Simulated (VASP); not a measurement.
# Rh (Fm-3m) in VASP: notebook, part 2 of 2

VASP 6.6.1. Earlier steps stand in the parts before.

## 3. Single point, PBE, collinear spin, ferromagnetic start (15.17 Å³/atom)

This run uses another cell than the first one, of 15.17 Å³/atom.

Input file INCAR:

```
  PREC = Accurate
  ENCUT = 520
  EDIFF = 1E-6
  ISMEAR = -1
  SIGMA = 0.05
  LREAL = False
  LASPH = True
  NELM = 150
  ALGO = Normal
  ISIF = 2
  LWAVE = False
  LCHARG = False
  ISPIN = 2
  MAGMOM = 1
  LORBIT = 11
  LMAXMIX = 4
  GGA = PE
  NBANDS = 18
```

Input file KPOINTS:

```
Automatic mesh
0
Gamma
  23 23 23
```

Input file POSCAR:

```
Rh
1.0
    0.0000000000      1.9649899885      1.9649899885
    1.9649899885      0.0000000000      1.9649899885
    1.9649899885      1.9649899885      0.0000000000
Rh
1
Direct
    0.0000000000      0.0000000000      0.0000000000
```

Potentials or basis: VASP PAW PBE potentials, release 64 (Rh_pv).

Run with:

```sh
> cat potpaw_PBE.64/Rh_pv/POTCAR > POTCAR
> mpirun -np 1 vasp_std > vasp.out
```

OUTCAR:

```text
PREC = Accurate
   ENCUT = 520
   EDIFF = 1E-6
   ISMEAR = -1
   LREAL = False
   LASPH = True
   NELM = 150
   ISIF = 2
   ISPIN = 2
   LORBIT = 11
   GGA = PE

 ion  position               nearest neighbor table
   1  0.000  0.000  0.000-

  LATTYP: Found a face centered cubic cell.
 ALAT       =     3.9299799770

  Lattice vectors:

 A1 = (   0.0000000000,   1.9649899885,   1.9649899885)
 A2 = (   1.9649899885,   0.0000000000,   1.9649899885)
 A3 = (   1.9649899885,   1.9649899885,   0.0000000000)

Analysis of symmetry for initial positions (statically):
=====================================================================
 Subroutine PRICEL returns:
 Original cell was already a primitive cell.

 Routine SETGRP: Setting up the symmetry group for a
 face centered cubic supercell.

 Subroutine GETGRP returns: Found 48 space group operations
 (whereof 48 operations were pure point group operations)
 out of a pool of 48 trial point group operations.

The static configuration has the point symmetry O_h .

Analysis of symmetry for dynamics (positions and initial velocities):
=====================================================================
 Subroutine PRICEL returns:
 Original cell was already a primitive cell.

 Routine SETGRP: Setting up the symmetry group for a
 face centered cubic supercell.

 Subroutine GETGRP returns: Found 48 space group operations
 (whereof 48 operations were pure point group operations)
 out of a pool of 48 trial point group operations.

The dynamic configuration has the point symmetry O_h .

Analysis of structural, dynamic, and magnetic symmetry:
=====================================================================
 Subroutine PRICEL returns:
 Original cell was already a primitive cell.

 Routine SETGRP: Setting up the symmetry group for a
 face centered cubic supercell.

 Subroutine GETGRP returns: Found 48 space group operations
 (whereof 48 operations were pure point group operations)
 out of a pool of 48 trial point group operations.

The overall configuration has the point symmetry O_h .

 Subroutine INISYM returns: Found 48 space group operations
 (whereof 48 operations are pure point group operations),
 and found     1 'primitive' translations

----------------------------------------------------------------------------------------

                                     Primitive cell

  volume of cell :      15.1744

  direct lattice vectors                    reciprocal lattice vectors
     0.000000000  1.964989988  1.964989988    -0.254454223  0.254454223  0.254454223
     1.964989988  0.000000000  1.964989988     0.254454223 -0.254454223  0.254454223
     1.964989988  1.964989988  0.000000000     0.254454223  0.254454223 -0.254454223

  length of vectors
     2.778915492  2.778915492  2.778915492     0.440727642  0.440727642  0.440727642

  position of ions in fractional coordinates (direct lattice)
     0.000000000  0.000000000  0.000000000

  ion indices of the primitive-cell ions
   primitive index   ion index
                 1           1

----------------------------------------------------------------------------------------

 KPOINTS: Automatic mesh

Automatic generation of k-mesh.
 Grid dimensions read from file:
 generate k-points for:   23   23   23

 Generating k-lattice:

[... 49 lines left out ...]
   NGX,Y,Z   is equivalent  to a cutoff of  14.36, 14.36, 14.36 a.u.
   NGXF,Y,Z  is equivalent  to a cutoff of  28.72, 28.72, 28.72 a.u.
 SYSTEM =  unknown system
   PREC   = accura    normal or accurate (medium, high low for compatibility)
   ISTART =      0    job   : 0-new  1-cont  2-samecut
   ICHARG =      2    charge: 1-file 2-atom 10-const
   ISPIN  =      2    spin polarized calculation?
   LNONCOLLINEAR =      F non collinear calculations
   LSORBIT =      F    spin-orbit coupling
   LASPH  =      T    aspherical Exc in radial PAW
   ENCUT  =  520.0 eV  38.22 Ry    6.18 a.u.   5.17  5.17  5.17*2*pi/ulx,y,z
   NELM   =    150;   NELMIN=  2; NELMDL= -5     # of ELM steps
   EDIFF  = 0.1E-05   stopping-criterion for ELM
   LREAL  =      F    real-space projection
   EDIFFG = 0.1E-04   stopping-criterion for IOM
   NSW    =      0    number of steps for IOM
   IBRION =     -1    ionic relax: 0-MD 1-quasi-New 2-CG
   NFREE  =      0    steps in history (QN), initial steepest desc. (CG)
   ISIF   =      2    stress and relaxation
   ISYM   =      2    0-nonsym 1-usesym 2-fastsym
   POTIM  = 0.5000    time-step for ionic-motion
   TEBEG  =    0.0;   TEEND  =   0.0 temperature during run
   PSTRESS=    0.0 pullay stress
   NELECT =      15.0000    total number of electrons
   NUPDOWN=      -1.0000    fix difference up-down
   EMIN   =  10.00;   EMAX   =-10.00  energy-range for DOS
   EFERMI =   0.00;   METHOD = LEGACY
   ISMEAR =    -1;   SIGMA  =   0.05  broadening in eV -4-tet -1-fermi 0-gaus
   EFERMI_NEDOS =   21; number of points for ismear=-14 and -15
   IALGO  =     38    algorithm
   IMIX   =      4    mixing-type and parameters
     AMIX     =   0.40;   BMIX     =  1.00
     AMIX_MAG =   1.60;   BMIX_MAG =  1.00
  volume/ion in A,a.u.               =      15.17       102.40
  Fermi-wavevector in a.u.,A,eV,Ry     =   1.630803  3.081771 36.184957  2.659519
  Thomas-Fermi vector in A             =   2.723044
   LORBIT       =     11    0 simple, 1 ext, 2 COOP (PROOUT), +10 PAW based schemes
   GGA     = PE    functional components
   LHFCALC =     F    Hartree Fock is set to
   AEXX    =    0.0000 exact exchange contribution
   IVDW    =     0    specifies the selected vdW correction
   LEPSILON=     F    determine dielectric tensor
   LRPA    =     F    only Hartree local field effects (RPA)
 spin polarized calculation
  energy-cutoff  :      520.00
  volume of cell :       15.17
 maximum number of plane-waves:       423
 NGX is ok and might be reduce to    24
   NGX = 11   NGY = 11   NGZ = 11

 number of electron      15.0000002 magnetization      -0.0009403

 number of electron      15.0000002 magnetization       0.0002814

 Free energy of the ion-electron system (eV)
  ---------------------------------------------------
  ext. energy  EPLUGINS =         0.00000000
  ---------------------------------------------------
  free energy    TOTEN  =        -7.20320236 eV

  energy without entropy =       -7.19057956  energy(sigma->0) =       -7.19689096

 E-fermi :  10.1777     XC(G=0): -13.4038

 val. band max:       10.1766564325   @ k =  -0.4783   0.3913   0.0000
 cond. band min:      10.1980519254   @ k =  -0.3043   0.0435   0.0000
 fundamental gap:      0.0213954929
 Fermi energy:        10.1776608873

 spin component 1

 k-point     1 :       0.0000    0.0000    0.0000
  band No.  band energies     occupation
      1     -36.0274      1.00000
      2     -36.0274      1.00000
      3     -36.0274      1.00000
      4       2.9355      1.00000
      5       7.5431      1.00000
      6       7.5431      1.00000
[... 493 lines left out ...]
     17      40.7395      0.00000
     18      46.8349      0.00000

 [... further k-points ...]

 spin component 2

 k-point     1 :       0.0000    0.0000    0.0000
  band No.  band energies     occupation
      1     -36.0271      1.00000
      2     -36.0271      1.00000
      3     -36.0271      1.00000
      4       2.9354      1.00000
      5       7.5432      1.00000
      6       7.5432      1.00000
[... 493 lines left out ...]
     17      40.7395      0.00000
     18      46.8031      0.00000

 [... further k-points ...]

------------------------ aborting loop because EDIFF is reached ----------------------------------------

  FORCE on cell =-STRESS in cart. coord.  units (eV):
  Direction    XX          YY          ZZ          XY          YZ          ZX
  --------------------------------------------------------------------------------------
  -------------------------------------------------------------------------------------
  Total       -1.5322283     -1.5322283     -1.5322283      0.0000000     -0.0000000      0.0000000
  in kB     -161.7793341   -161.7793341   -161.7793341      0.0000000     -0.0000000      0.0000000
  external PRESSURE =    -161.7793341 kB  Pullay stress =       0.0000000 kB

 VOLUME and BASIS-vectors are now :
 -----------------------------------------------------------------------------
  energy-cutoff  :      520.00
  volume of cell :       15.17
      direct lattice vectors                 reciprocal lattice vectors
     0.000000000  1.964989988  1.964989988    -0.254454223  0.254454223  0.254454223
     1.964989988  0.000000000  1.964989988     0.254454223 -0.254454223  0.254454223
     1.964989988  1.964989988  0.000000000     0.254454223  0.254454223 -0.254454223

 POSITION                                       TOTAL-FORCE (eV/Angst)
 -----------------------------------------------------------------------------------
      0.00000      0.00000      0.00000         0.000000      0.000000     -0.000000
 -----------------------------------------------------------------------------------
    total drift:                               -0.000000      0.000000     -0.000000

  FREE ENERGIE OF THE ION-ELECTRON SYSTEM (eV)
  ---------------------------------------------------
  free  energy   TOTEN  =        -7.2032023578 eV

  energy  without entropy=       -7.1905795641  energy(sigma->0) =       -7.19689096

 total charge

# of ion       s       p       d       tot
------------------------------------------
    1        0.373   6.241   7.013  13.627

 magnetization (x)

# of ion       s       p       d       tot
------------------------------------------
    1       -0.000  -0.000   0.000   0.000
```

stdout:

```text
POSCAR found type information on POSCAR Rh
 POSCAR found :  1 types and       1 ions
 scaLAPACK will be used
 LDA part: xc-table for (Slater+PW92), standard interpolation
 POSCAR, INCAR and KPOINTS ok, starting setup
 FFT: planning ... GRIDC
 FFT: planning ... GRID_SOFT
 FFT: planning ... GRID
 WAVECAR not read
 entering main loop
```

Run time: 2.3 min. Hardware: 1 thread of Intel Xeon 8259CL, shared host; peak memory 0.26 GiB.

What came out:

| Property | Result |
| --- | --- |
| Free energy | -7.2032 eV |
| Pressure | -16.2 GPa |
| Net moment | 0.00 μB per cell |
| Valence electrons inside the program's atomic spheres | Rh 13.63 |

Caveat: the cell stands under tension.

## 4. Single point, PBE, collinear spin, ferromagnetic start (15.74 Å³/atom)

This run uses another cell than the first one, of 15.74 Å³/atom.

Input file INCAR:

```
SYSTEM = Rh
PREC = Accurate
ENCUT = 520
EDIFF = 1E-6
ISMEAR = -1
SIGMA = 0.05
LREAL = .False.
LASPH = .True.
NELM = 150
ALGO = Normal
ISIF = 2
LWAVE = .False.
LCHARG = .True.
ISPIN = 2
MAGMOM = 1
LORBIT = 11
LMAXMIX = 4
GGA = PE
LELF = .True.
LVHAR = .True.
NBANDS = 18
```

Input file KPOINTS:

```
Automatic mesh
0
Gamma
  23 23 23
  0 0 0
```

Input file POSCAR:

```
Rh
1.0
    0.0000000000      1.9889556429      1.9889556429
    1.9889556429      0.0000000000      1.9889556429
    1.9889556429      1.9889556429      0.0000000000
Rh
1
Direct
    0.0000000000      0.0000000000      0.0000000000
```

Potentials or basis: VASP PAW PBE potentials, release 64 (Rh_pv).

Run with:

```sh
> cat potpaw_PBE.64/Rh_pv/POTCAR > POTCAR
> mpirun -np 1 vasp_std > vasp.out
```

OUTCAR:

```text
SYSTEM = Rh
   PREC = Accurate
   ENCUT = 520
   EDIFF = 1E-6
   ISMEAR = -1
   LREAL = .False.
   LASPH = .True.
   NELM = 150
   ISIF = 2
   ISPIN = 2
   LORBIT = 11
   GGA = PE

 ion  position               nearest neighbor table
   1  0.000  0.000  0.000-

  LATTYP: Found a face centered cubic cell.
 ALAT       =     3.9779112858

  Lattice vectors:

 A1 = (   0.0000000000,   1.9889556429,   1.9889556429)
 A2 = (   1.9889556429,   0.0000000000,   1.9889556429)
[... 1218 lines left out ...]
  -------------------------------------------------------------------------------------
  Total       -2.1224319     -2.1224319     -2.1224319     -0.0000000     -0.0000000      0.0000000
  in kB     -216.0921818   -216.0921818   -216.0921818     -0.0000000     -0.0000000      0.0000000
  external PRESSURE =    -216.0921818 kB  Pullay stress =       0.0000000 kB

 VOLUME and BASIS-vectors are now :
 -----------------------------------------------------------------------------
  energy-cutoff  :      520.00
  volume of cell :       15.74
      direct lattice vectors                 reciprocal lattice vectors
     0.000000000  1.988955643  1.988955643    -0.251388211  0.251388211  0.251388211
     1.988955643  0.000000000  1.988955643     0.251388211 -0.251388211  0.251388211
     1.988955643  1.988955643  0.000000000     0.251388211  0.251388211 -0.251388211

 POSITION                                       TOTAL-FORCE (eV/Angst)
 -----------------------------------------------------------------------------------
      0.00000      0.00000      0.00000        -0.000000     -0.000000      0.000000
 -----------------------------------------------------------------------------------
    total drift:                                0.000000      0.000000     -0.000000

  FREE ENERGIE OF THE ION-ELECTRON SYSTEM (eV)
  ---------------------------------------------------
  free  energy   TOTEN  =        -7.1369469838 eV

  energy  without entropy=       -7.1234419275  energy(sigma->0) =       -7.13019446

 total charge

# of ion       s       p       d       tot
------------------------------------------
    1        0.359   6.222   6.997  13.578

 magnetization (x)

# of ion       s       p       d       tot
------------------------------------------
    1       -0.000  -0.000   0.000   0.000
```

OSZICAR:

```text
N       E                     dE             d eps       ncg     rms          rms(c)
DAV:   1     0.132173772942E+03    0.13217E+03   -0.83332E+03 26418   0.905E+02
DAV:   2    -0.502142575688E+01   -0.13720E+03   -0.12984E+03 28162   0.290E+02
DAV:   3    -0.755294325468E+01   -0.25315E+01   -0.25159E+01 30170   0.417E+01
DAV:   4    -0.756246600521E+01   -0.95228E-02   -0.95219E-02 28796   0.259E+00
DAV:   5    -0.756253240485E+01   -0.66400E-04   -0.66399E-04 28874   0.193E-01    0.783E+00
DAV:   6    -0.713683175889E+01    0.42570E+00   -0.59306E-01 27146   0.101E+01    0.237E+00
DAV:   7    -0.713714089744E+01   -0.30914E-03   -0.12481E-02 28014   0.110E+00    0.133E+00
DAV:   8    -0.713589359468E+01    0.12473E-02   -0.25798E-03 28868   0.584E-01    0.699E-01
DAV:   9    -0.713687305210E+01   -0.97946E-03   -0.74239E-04 27576   0.278E-01    0.974E-02
DAV:  10    -0.713692324614E+01   -0.50194E-04   -0.26780E-05 28958   0.509E-02    0.473E-02
DAV:  11    -0.713694559652E+01   -0.22350E-04   -0.76659E-06 27420   0.307E-02    0.928E-03
DAV:  12    -0.713694697707E+01   -0.13805E-05   -0.72240E-07 20380   0.885E-03    0.262E-03
DAV:  13    -0.713694698377E+01   -0.67025E-08   -0.55050E-08 13932   0.235E-03
   1 F= -.71369470E+01 E0= -.71301945E+01  d E =-.135051E-01  mag=     0.0000
```

It took 2.2 min on 1 thread of Intel Xeon 8259CL, shared host; peak memory 0.27 GiB.

What came out:

```yaml
Free_energy: -7.1369 eV
Pressure: -21.6 GPa
Net_moment: 0.00 μB per cell
Valence_electrons_inside_the_program's_atomic_spheres: Rh 13.58
```

Caveat: the cell stands under tension.

## 5. Summary

```csv
cell,gap on the mesh (eV),pressure (GPa),moment (μB)
"a = 2.744 Å, angles 60.0°, 1 atom",none,-9.1,0.00
"a = 2.779 Å, angles 60.0°, 1 atom",none,-16.2,0.00
"a = 2.813 Å, angles 60.0°, 1 atom",none,-21.6,0.00
```

Alike in all rows: task single point; level PBE; potentials or basis VASP PAW PBE potentials, release 64 (Rh_pv); spin collinear, ferromagnetic start; k mesh 23 × 23 × 23; cutoff (eV) 520; smearing fermi-dirac 0.05 eV.

Caveats: the cell stands under tension.

Absolute energies hang on the potentials; compare differences alone.
